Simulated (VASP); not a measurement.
A run of VASP 6.6.1 is set up as follows.

POSCAR

```
BN
1.0
    0.0000000000      1.7679810653      1.7679810653
    1.7679810653      0.0000000000      1.7679810653
    1.7679810653      1.7679810653      0.0000000000
B N
1 1
Direct
    0.0000000000      0.0000000000      0.0000000000
    0.2500000000      0.2500000000      0.2500000000
```

Contents of INCAR.step1:

```
SYSTEM = BN
  PREC = Accurate
  ENCUT = 660
  ISMEAR = 0
  SIGMA = 0.01
  LREAL = .FALSE.
  LASPH = .TRUE.
  NELM = 120
  NBANDS = 11
  GGA = PE
  ALGO = Normal
  EDIFF = 1E-5
  LWAVE = .TRUE.
  LCHARG = .FALSE.
  GGA_COMPAT = .FALSE.
```

INCAR.step2

```
SYSTEM = BN
  PREC = Accurate
  ENCUT = 660
  EDIFF = 1E-6
  ISMEAR = 0
  SIGMA = 0.01
  LREAL = .FALSE.
  LASPH = .TRUE.
  NELM = 120
  ALGO = Normal
  ISIF = 2
  LWAVE = .FALSE.
  LCHARG = .FALSE.
  METAGGA = R2SCAN
  LMIXTAU = .TRUE.
  NBANDS = 11
  ISTART = 1
  GGA_COMPAT = .FALSE.
```

File KPOINTS:

```
Automatic mesh
0
G
  10 10 10
  0 0 0
```

Potentials or basis: VASP PAW PBE potentials, release 64 (B, N).

Run with:

```sh
$ cat potpaw_PBE.64/B/POTCAR potpaw_PBE.64/N/POTCAR > POTCAR
$ cp INCAR.step1 INCAR
$ mpirun -np 1 vasp_std > vasp.out
$ cp INCAR.step2 INCAR
$ mpirun -np 1 vasp_std > vasp.out
```

Task: Estimate the band gap on the k mesh.

Result: 5.05 eV, indirect (least direct gap 9.85 eV).

Task: Predict the pressure.

Result: 28.6 GPa.

Caveat: the PAW data sets were made with another functional, which shifts forces and pressure a little. A k mesh can miss the band edges.
